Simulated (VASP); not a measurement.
Mg, 1 atom in the cell. The structure is cubic, space group Fm-3m (No. 225). The conventional cell has a = 4.660 Å, b = 4.660 Å, c = 4.660 Å, α = 90.00°, β = 90.00°, γ = 90.00°. Within 4.3 Å of Mg (site symmetry m-3m) lie 12 Mg at 3.30 Å.  This cell differs from its parent crystal: strained.

| Quantity | Value |
| --- | --- |
| Program | VASP 6.6.1 |
| Task | single point |
| Functional | PBE |
| Potentials or basis | VASP PAW PBE potentials, release 64 (Mg) |
| Cutoff | 520 eV |
| k mesh | 16 × 16 × 16 |
| Occupations | gaussian, width 0.1 eV |
| Spin | no spin polarisation |
| Dipole correction | no |
| Further INCAR settings | ALGO = Normal; EDIFF = 1e-06; NBANDS = 7 |

Potentials or basis: VASP PAW PBE potentials, release 64 (Mg).

Run with:

```console
$ cat potpaw_PBE.64/Mg/POTCAR > POTCAR
$ mpirun -np 1 vasp_std > vasp.out
```

Hardware: 1 thread of Intel Xeon 6975P-C (shared host).

**Question.** Estimate the wall time of this run.

**Answer.** Run time: 14 s on 1 thread of Intel Xeon 6975P-C, with other jobs on the host, peak memory 0.17 GiB. Counts: scf iterations 9, k points 145.
